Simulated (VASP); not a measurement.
# C (P6_3/mmc) in VASP: notebook

Runs on C. Level: LDA. Tasks: single point.

Everything below comes from runs of VASP 6.6.1. Logs are shortened: lines on timing, memory, paths and dates and some standing lists are left out, and cuts for length are marked.

**1. The cell of the first run**

It takes space group P6_3/mmc (No. 194, hexagonal). The conventional cell has a = 2.445 Å, b = 2.445 Å, c = 6.610 Å, α = 90.00°, β = 90.00°, γ = 120.00°. Within 1.9 Å of C (site symmetry -6m2) lie 3 C at 1.41 Å. C (site symmetry -6m2) has 3 C at 1.41 Å within 1.9 Å.

**2. Single point, LDA**

INCAR

```
  PREC = Accurate
  ENCUT = 520
  EDIFF = 1E-6
  ISMEAR = 1
  SIGMA = 0.03
  LREAL = False
  LASPH = True
  NELM = 60
  ALGO = Normal
  ISIF = 2
  LWAVE = False
  LCHARG = True
  GGA = CA
  LELF = True
  LVHAR = True
  NBANDS = 16
```

KPOINTS

```
regular mesh
0
Gamma
  15 15 5
```

POSCAR

```
C
1.0
    2.4449954633      0.0000000000      0.0000000000
   -1.2224977317      2.1174281834      0.0000000000
    0.0000000000      0.0000000000      6.6104633561
C
4
Direct
    1.0000000000      1.0000000000      0.2500000000
    0.0000000000      0.0000000000      0.7500000000
    0.3333333333      0.6666666667      0.2500000000
    0.6666666667      0.3333333333      0.7500000000
```

Potentials or basis: VASP PAW LDA potentials, release 64 (C).

On the command line:

```bash
$ cat potpaw_LDA.64/C/POTCAR > POTCAR
$ mpirun -np 1 vasp_std > vasp.out
```

OUTCAR:

```text
PREC = Accurate
   ENCUT = 520
   EDIFF = 1E-6
   ISMEAR = 1
   LREAL = False
   LASPH = True
   NELM = 60
   ISIF = 2
   GGA = CA

 ion  position               nearest neighbor table
   1  0.000  0.000  0.250-   3 1.41   3 1.41   3 1.41
   2  0.000  0.000  0.750-   4 1.41   4 1.41   4 1.41
   3  0.333  0.667  0.250-   1 1.41   1 1.41   1 1.41
   4  0.667  0.333  0.750-   2 1.41   2 1.41   2 1.41

  LATTYP: Found a hexagonal cell.
 ALAT       =     2.4449954633
 C/A-ratio  =     2.7036710110

  Lattice vectors:

 A1 = (   2.4449954633,   0.0000000000,   0.0000000000)
 A2 = (  -1.2224977317,   2.1174281834,   0.0000000000)
 A3 = (   0.0000000000,   0.0000000000,   6.6104633561)

Analysis of symmetry for initial positions (statically):
=====================================================================
 Subroutine PRICEL returns:
 Original cell was already a primitive cell.

 Routine SETGRP: Setting up the symmetry group for a
 hexagonal supercell.

 Subroutine GETGRP returns: Found 24 space group operations
 (whereof 12 operations were pure point group operations)
 out of a pool of 24 trial point group operations.

The static configuration has the point symmetry D_3d.
 The point group associated with its full space group is D_6h.

Analysis of symmetry for dynamics (positions and initial velocities):
=====================================================================
 Subroutine PRICEL returns:
 Original cell was already a primitive cell.

 Routine SETGRP: Setting up the symmetry group for a
 hexagonal supercell.

 Subroutine GETGRP returns: Found 24 space group operations
 (whereof 12 operations were pure point group operations)
 out of a pool of 24 trial point group operations.

The dynamic configuration has the point symmetry D_3d.
 The point group associated with its full space group is D_6h.

 Subroutine INISYM returns: Found 24 space group operations
 (whereof 12 operations are pure point group operations),
 and found     1 'primitive' translations

----------------------------------------------------------------------------------------

                                     Primitive cell

  volume of cell :      34.2230

  direct lattice vectors                    reciprocal lattice vectors
[... 83 lines left out ...]
   ISTART =      0    job   : 0-new  1-cont  2-samecut
   ICHARG =      2    charge: 1-file 2-atom 10-const
   ISPIN  =      1    spin polarized calculation?
   LNONCOLLINEAR =      F non collinear calculations
   LSORBIT =      F    spin-orbit coupling
   LASPH  =      T    aspherical Exc in radial PAW
   ENCUT  =  520.0 eV  38.22 Ry    6.18 a.u.   4.55  4.55 12.29*2*pi/ulx,y,z
   NELM   =     60;   NELMIN=  2; NELMDL= -5     # of ELM steps
   EDIFF  = 0.1E-05   stopping-criterion for ELM
   LREAL  =      F    real-space projection
   EDIFFG = 0.1E-04   stopping-criterion for IOM
   NSW    =      0    number of steps for IOM
   IBRION =     -1    ionic relax: 0-MD 1-quasi-New 2-CG
   NFREE  =      0    steps in history (QN), initial steepest desc. (CG)
   ISIF   =      2    stress and relaxation
   ISYM   =      2    0-nonsym 1-usesym 2-fastsym
   POTIM  = 0.5000    time-step for ionic-motion
   TEBEG  =    0.0;   TEEND  =   0.0 temperature during run
   PSTRESS=    0.0 pullay stress
   NELECT =      16.0000    total number of electrons
   NUPDOWN=      -1.0000    fix difference up-down
   EMIN   =  10.00;   EMAX   =-10.00  energy-range for DOS
   EFERMI =   0.00;   METHOD = LEGACY
   ISMEAR =     1;   SIGMA  =   0.03  broadening in eV -4-tet -1-fermi 0-gaus
   EFERMI_NEDOS =   21; number of points for ismear=-14 and -15
   IALGO  =     38    algorithm
   IMIX   =      4    mixing-type and parameters
     AMIX     =   0.40;   BMIX     =  1.00
     AMIX_MAG =   1.60;   BMIX_MAG =  1.00
  volume/ion in A,a.u.               =       8.56        57.74
  Fermi-wavevector in a.u.,A,eV,Ry     =   1.270599  2.401085 21.965552  1.614423
  Thomas-Fermi vector in A             =   2.403578
   LORBIT       =      0    0 simple, 1 ext, 2 COOP (PROOUT), +10 PAW based schemes
   GGA     = CA    functional components
   LHFCALC =     F    Hartree Fock is set to
   AEXX    =    0.0000 exact exchange contribution
   IVDW    =     0    specifies the selected vdW correction
   LEPSILON=     F    determine dielectric tensor
   LRPA    =     F    only Hartree local field effects (RPA)
 non-spin polarized calculation
 Methfessel and Paxton  Order N= 1 SIGMA  =   0.03
  energy-cutoff  :      520.00
  volume of cell :       34.22
 maximum number of plane-waves:       940
   NGX =  9   NGY =  9   NGZ = 25

 number of electron      15.9999995 magnetization

 Free energy of the ion-electron system (eV)
  ---------------------------------------------------
  ext. energy  EPLUGINS =         0.00000000
  ---------------------------------------------------
  free energy    TOTEN  =       -40.44454154 eV

  energy without entropy =      -40.44447737  energy(sigma->0) =      -40.44452015

 E-fermi :   4.8218     XC(G=0): -10.9009

 val. band max:        4.8151518887   @ k =   0.3333   0.3333   0.2000
 cond. band min:       4.8394679994   @ k =   0.3333   0.3333   0.4000
 fundamental gap:      0.0243161107
 Fermi energy:         4.8217898268

 k-point     1 :       0.0000    0.0000    0.0000
  band No.  band energies     occupation
      1     -14.8068      2.00000
      2     -14.4514      2.00000
      3      -3.9774      2.00000
      4      -1.7779      2.00000
      5       1.8420      2.00000
      6       1.8420      2.00000
[... 433 lines left out ...]
      3      -7.8643      2.00000
      4      -7.7823      2.00000
      5      -4.0973      2.00000
      6      -3.9744      2.00000
[... 8 lines left out ...]
     15      16.7447      0.00000
     16      16.7716      0.00000

 [... further k-points ...]
[... 5 lines left out ...]
  --------------------------------------------------------------------------------------
  -------------------------------------------------------------------------------------
  Total        0.2681460      0.2681460     -0.0005694     -0.0000000      0.0000000      0.0000000
  in kB       12.5534540     12.5534540     -0.0266562     -0.0000000      0.0000000      0.0000000
  external PRESSURE =       8.3600839 kB  Pullay stress =       0.0000000 kB

 VOLUME and BASIS-vectors are now :
 -----------------------------------------------------------------------------
  energy-cutoff  :      520.00
  volume of cell :       34.22
      direct lattice vectors                 reciprocal lattice vectors
     2.444995463  0.000000000  0.000000000     0.408998714  0.236135518  0.000000000
    -1.222497732  2.117428183  0.000000000     0.000000000  0.472271035  0.000000000
     0.000000000  0.000000000  6.610463356     0.000000000  0.000000000  0.151275326

 POSITION                                       TOTAL-FORCE (eV/Angst)
 -----------------------------------------------------------------------------------
      0.00000      0.00000      1.65262        -0.000000     -0.000000      0.000000
      0.00000      0.00000      4.95785         0.000000      0.000000      0.000000
     -0.00000      1.41162      1.65262        -0.000000      0.000000      0.000000
      1.22250      0.70581      4.95785        -0.000000      0.000000     -0.000000
 -----------------------------------------------------------------------------------
    total drift:                                0.000000     -0.000000      0.000000

  FREE ENERGIE OF THE ION-ELECTRON SYSTEM (eV)
  ---------------------------------------------------
  free  energy   TOTEN  =       -40.4445415378 eV

  energy  without entropy=      -40.4444773728  energy(sigma->0) =      -40.44452015
```

It took 47 s on 1 thread of Intel Xeon 8259CL, shared host; peak memory 0.15 GiB.

What came out:

- Free energy: -40.4445 eV
- Pressure: 0.8 GPa
- Band gap on the k mesh: zero (band 8 reaches 4.84 eV, above the bottom of band 9 at 4.80 eV)

Stress tensor (GPa, compression positive):
```
1.26 0.00 0.00
0.00 1.26 0.00
0.00 0.00 0.00
```

**3. Single point, LDA**

INCAR

```
SYSTEM = C
  ALGO = Normal
  EDIFF = 1E-6
  ENCUT = 520
  ISIF = 2
  ISMEAR = 1
  LASPH = .TRUE.
  LCHARG = .TRUE.
  LELF = .TRUE.
  LREAL = .FALSE.
  LVHAR = .TRUE.
  LWAVE = .FALSE.
  NBANDS = 16
  NELM = 60
  PREC = Accurate
  SIGMA = 0.1
```

KPOINTS

```
k-points
0
G
  15 15 5
  0 0 0
```

POSCAR is that of step 2.

Potentials or basis: VASP PAW LDA potentials, release 64 (C).

On the command line:

```bash
$ cat potpaw_LDA.64/C/POTCAR > POTCAR
$ mpirun -np 1 vasp_std > vasp.out
```

OUTCAR:

```text
SYSTEM = C
   EDIFF = 1E-6
   ENCUT = 520
   ISIF = 2
   ISMEAR = 1
   LASPH = .TRUE.
   LREAL = .FALSE.
   NELM = 60
   PREC = Accurate

 ion  position               nearest neighbor table
   1  0.000  0.000  0.250-   3 1.41   3 1.41   3 1.41
   2  0.000  0.000  0.750-   4 1.41   4 1.41   4 1.41
   3  0.333  0.667  0.250-   1 1.41   1 1.41   1 1.41
   4  0.667  0.333  0.750-   2 1.41   2 1.41   2 1.41

  LATTYP: Found a hexagonal cell.
 ALAT       =     2.4449954633
 C/A-ratio  =     2.7036710110
[... 647 lines left out ...]
     15      16.7447      0.00000
     16      16.7716      0.00000

 [... further k-points ...]
[... 5 lines left out ...]
  --------------------------------------------------------------------------------------
  -------------------------------------------------------------------------------------
  Total        0.2679571      0.2679571      0.0007694     -0.0000000     -0.0000000     -0.0000000
  in kB       12.5446125     12.5446125      0.0360201     -0.0000000     -0.0000000     -0.0000000
  external PRESSURE =       8.3750817 kB  Pullay stress =       0.0000000 kB

 VOLUME and BASIS-vectors are now :
 -----------------------------------------------------------------------------
  energy-cutoff  :      520.00
  volume of cell :       34.22
      direct lattice vectors                 reciprocal lattice vectors
     2.444995463  0.000000000  0.000000000     0.408998714  0.236135518  0.000000000
    -1.222497732  2.117428183  0.000000000     0.000000000  0.472271035  0.000000000
     0.000000000  0.000000000  6.610463356     0.000000000  0.000000000  0.151275326

 POSITION                                       TOTAL-FORCE (eV/Angst)
 -----------------------------------------------------------------------------------
      0.00000      0.00000      1.65262         0.000000      0.000000     -0.000000
      0.00000      0.00000      4.95785        -0.000000      0.000000     -0.000000
     -0.00000      1.41162      1.65262         0.000000      0.000000      0.000000
      1.22250      0.70581      4.95785        -0.000000     -0.000000      0.000000
 -----------------------------------------------------------------------------------
    total drift:                                0.000000     -0.000000      0.000000

  FREE ENERGIE OF THE ION-ELECTRON SYSTEM (eV)
  ---------------------------------------------------
  free  energy   TOTEN  =       -40.4448202334 eV

  energy  without entropy=      -40.4443626807  energy(sigma->0) =      -40.44466772
```

OSZICAR:

```text
N       E                     dE             d eps       ncg     rms          rms(c)
DAV:   1     0.281863422133E+02    0.28186E+02   -0.80050E+03  2592   0.929E+02
DAV:   2    -0.407065925149E+02   -0.68893E+02   -0.62656E+02  3712   0.189E+02
DAV:   3    -0.433095040766E+02   -0.26029E+01   -0.25908E+01  3352   0.340E+01
DAV:   4    -0.433319796538E+02   -0.22476E-01   -0.22469E-01  3320   0.385E+00
DAV:   5    -0.433323194941E+02   -0.33984E-03   -0.33982E-03  3208   0.450E-01    0.944E+00
DAV:   6    -0.411195575940E+02    0.22128E+01   -0.15122E+00  3080   0.784E+00    0.536E+00
DAV:   7    -0.404437307257E+02    0.67583E+00   -0.17124E+00  3160   0.850E+00    0.148E+00
DAV:   8    -0.404478712925E+02   -0.41406E-02   -0.10311E-01  3064   0.192E+00    0.424E-01
DAV:   9    -0.404448867896E+02    0.29845E-02   -0.41460E-03  3200   0.442E-01    0.121E-01
DAV:  10    -0.404448225950E+02    0.64195E-04   -0.53270E-04  3272   0.156E-01    0.544E-02
DAV:  11    -0.404448202032E+02    0.23918E-05   -0.18733E-05  3168   0.278E-02    0.292E-03
DAV:  12    -0.404448202334E+02   -0.30240E-07   -0.18672E-07  2224   0.334E-03
   1 F= -.40444820E+02 E0= -.40444668E+02  d E =-.457553E-03
```

stdout:

```text
POSCAR found type information on POSCAR C
 POSCAR found :  1 types and       4 ions
 scaLAPACK will be used
 LDA part: xc-table for (Slater(with rela. corr.)+CA(PZ))
 , standard interpolation
 POSCAR, INCAR and KPOINTS ok, starting setup
 FFT: planning ... GRIDC
 FFT: planning ... GRID_SOFT
 FFT: planning ... GRID
 WAVECAR not read
 entering main loop
```

Wall time 58 s (1 thread of Intel Xeon 8259CL, shared host); peak memory 0.14 GiB.

What came out:

| Item | Value |
| --- | --- |
| Free energy | -40.4448 eV |
| Pressure | 0.8 GPa |
| Band gap on the k mesh | zero (band 8 reaches 4.84 eV, above the bottom of band 9 at 4.80 eV) |

Stress tensor (GPa, compression positive):
```
1.25 0.00 0.00
0.00 1.25 0.00
0.00 0.00 0.00
```

Levels at points of the mesh, in eV from the Fermi level:
| k point | band 6 | band 7 | band 8 | band 9 | band 10 | band 11 |
| --- | --- | --- | --- | --- | --- | --- |
| (0.00, 0.00, 0.00) | -2.98 | -2.96 | -2.96 | 3.94 | 8.45 | 8.45 |

**4. Single point, LDA**

INCAR

```
PREC = Accurate
ENCUT = 520
EDIFF = 1E-7
ISMEAR = 1
SIGMA = 0.2
LREAL = False
LASPH = True
NELM = 100
ALGO = Normal
ISIF = 2
LWAVE = False
LCHARG = False
NBANDS = 16
```

KPOINTS

```
regular mesh
0
Gamma
  15 15 5
```

POSCAR is that of step 3.

Potentials or basis: VASP PAW LDA potentials, release 64 (C).

On the command line:

```bash
$ cat potpaw_LDA.64/C/POTCAR > POTCAR
$ mpirun -np 1 vasp_std > vasp.out
```

OUTCAR:

```text
PREC = Accurate
   ENCUT = 520
   EDIFF = 1E-7
   ISMEAR = 1
   LREAL = False
   LASPH = True
   NELM = 100
   ISIF = 2

 ion  position               nearest neighbor table
   1  0.000  0.000  0.250-   3 1.41   3 1.41   3 1.41
   2  0.000  0.000  0.750-   4 1.41   4 1.41   4 1.41
   3  0.333  0.667  0.250-   1 1.41   1 1.41   1 1.41
   4  0.667  0.333  0.750-   2 1.41   2 1.41   2 1.41

  LATTYP: Found a hexagonal cell.
 ALAT       =     2.4449954633
 C/A-ratio  =     2.7036710110

  Lattice vectors:

 A1 = (   2.4449954633,   0.0000000000,   0.0000000000)
 A2 = (  -1.2224977317,   2.1174281834,   0.0000000000)
 A3 = (   0.0000000000,   0.0000000000,   6.6104633561)

Analysis of symmetry for initial positions (statically):
=====================================================================
 Subroutine PRICEL returns:
 Original cell was already a primitive cell.

 Routine SETGRP: Setting up the symmetry group for a
 hexagonal supercell.

 Subroutine GETGRP returns: Found 24 space group operations
 (whereof 12 operations were pure point group operations)
 out of a pool of 24 trial point group operations.

The static configuration has the point symmetry D_3d.
 The point group associated with its full space group is D_6h.

Analysis of symmetry for dynamics (positions and initial velocities):
=====================================================================
 Subroutine PRICEL returns:
 Original cell was already a primitive cell.

 Routine SETGRP: Setting up the symmetry group for a
 hexagonal supercell.

 Subroutine GETGRP returns: Found 24 space group operations
 (whereof 12 operations were pure point group operations)
 out of a pool of 24 trial point group operations.

The dynamic configuration has the point symmetry D_3d.
 The point group associated with its full space group is D_6h.

[... 120 lines left out ...]
   IMIX   =      4    mixing-type and parameters
     AMIX     =   0.40;   BMIX     =  1.00
     AMIX_MAG =   1.60;   BMIX_MAG =  1.00
  volume/ion in A,a.u.               =       8.56        57.74
  Fermi-wavevector in a.u.,A,eV,Ry     =   1.270599  2.401085 21.965552  1.614423
  Thomas-Fermi vector in A             =   2.403578
   LORBIT       =      0    0 simple, 1 ext, 2 COOP (PROOUT), +10 PAW based schemes
   GGA     = CA    functional components
   LHFCALC =     F    Hartree Fock is set to
   AEXX    =    0.0000 exact exchange contribution
   IVDW    =     0    specifies the selected vdW correction
   LEPSILON=     F    determine dielectric tensor
   LRPA    =     F    only Hartree local field effects (RPA)
 non-spin polarized calculation
 Methfessel and Paxton  Order N= 1 SIGMA  =   0.20
  energy-cutoff  :      520.00
  volume of cell :       34.22
 maximum number of plane-waves:       940
   NGX =  9   NGY =  9   NGZ = 25

 number of electron      15.9999995 magnetization

 Free energy of the ion-electron system (eV)
  ---------------------------------------------------
  ext. energy  EPLUGINS =         0.00000000
  ---------------------------------------------------
  free energy    TOTEN  =       -40.44524230 eV

  energy without entropy =      -40.44443457  energy(sigma->0) =      -40.44497305

 E-fermi :   4.8220     XC(G=0): -10.9009

 val. band max:        4.8151972070   @ k =   0.3333   0.3333   0.2000
 cond. band min:       4.8395136413   @ k =   0.3333   0.3333   0.4000
 fundamental gap:      0.0243164344
 Fermi energy:         4.8219562002

 k-point     1 :       0.0000    0.0000    0.0000
  band No.  band energies     occupation
      1     -14.8067      2.00000
      2     -14.4513      2.00000
      3      -3.9774      2.00000
      4      -1.7779      2.00000
      5       1.8420      2.00000
      6       1.8420      2.00000
[... 433 lines left out ...]
      3      -7.8642      2.00000
      4      -7.7822      2.00000
      5      -4.0973      2.00000
      6      -3.9743      2.00000
[... 8 lines left out ...]
     15      16.7447      0.00000
     16      16.7716      0.00000

 [... further k-points ...]

------------------------ aborting loop because EDIFF is reached ----------------------------------------

  FORCE on cell =-STRESS in cart. coord.  units (eV):
  Direction    XX          YY          ZZ          XY          YZ          ZX
  --------------------------------------------------------------------------------------
  -------------------------------------------------------------------------------------
  Total        0.2678418      0.2678418      0.0006745     -0.0000000     -0.0000000      0.0000000
  in kB       12.5392154     12.5392154      0.0315755     -0.0000000     -0.0000000      0.0000000
  external PRESSURE =       8.3700021 kB  Pullay stress =       0.0000000 kB

 VOLUME and BASIS-vectors are now :
 -----------------------------------------------------------------------------
  energy-cutoff  :      520.00
  volume of cell :       34.22
      direct lattice vectors                 reciprocal lattice vectors
     2.444995463  0.000000000  0.000000000     0.408998714  0.236135518  0.000000000
    -1.222497732  2.117428183  0.000000000     0.000000000  0.472271035  0.000000000
     0.000000000  0.000000000  6.610463356     0.000000000  0.000000000  0.151275326

 POSITION                                       TOTAL-FORCE (eV/Angst)
 -----------------------------------------------------------------------------------
      0.00000      0.00000      1.65262        -0.000000      0.000000     -0.000000
      0.00000      0.00000      4.95785         0.000000     -0.000000     -0.000000
     -0.00000      1.41162      1.65262         0.000000     -0.000000     -0.000000
      1.22250      0.70581      4.95785        -0.000000      0.000000      0.000000
 -----------------------------------------------------------------------------------
    total drift:                                0.000000     -0.000000      0.000000

  FREE ENERGIE OF THE ION-ELECTRON SYSTEM (eV)
  ---------------------------------------------------
  free  energy   TOTEN  =       -40.4452422995 eV

  energy  without entropy=      -40.4444345653  energy(sigma->0) =      -40.44497305
```

stdout:

```text
POSCAR found type information on POSCAR C
 POSCAR found :  1 types and       4 ions
 scaLAPACK will be used
 LDA part: xc-table for (Slater(with rela. corr.)+CA(PZ))
 , standard interpolation
 POSCAR, INCAR and KPOINTS ok, starting setup
 FFT: planning ... GRIDC
 FFT: planning ... GRID_SOFT
 FFT: planning ... GRID
 WAVECAR not read
 entering main loop
```

It took 63 s on 1 thread of Intel Xeon 8259CL, shared host; peak memory 0.14 GiB.

Results:

| Quantity | Value |
| --- | --- |
| Free energy | -40.4452 eV |
| Pressure | 0.8 GPa |
| Band gap on the k mesh | zero (band 8 reaches 4.84 eV, above the bottom of band 9 at 4.80 eV) |

Stress tensor (GPa, compression positive):
```
1.25 0.00 0.00
0.00 1.25 0.00
0.00 0.00 0.00
```

Levels at points of the mesh, in eV from the Fermi level:
```
           k point  band 4  band 5  band 6  band 7  band 8  band 9  band 10  band 11  band 12  band 13
(0.00, 0.00, 0.00)   -6.60   -2.98   -2.98   -2.96   -2.96    3.94     8.45     8.45     8.51     8.51
```

[end of part 1 of 2]
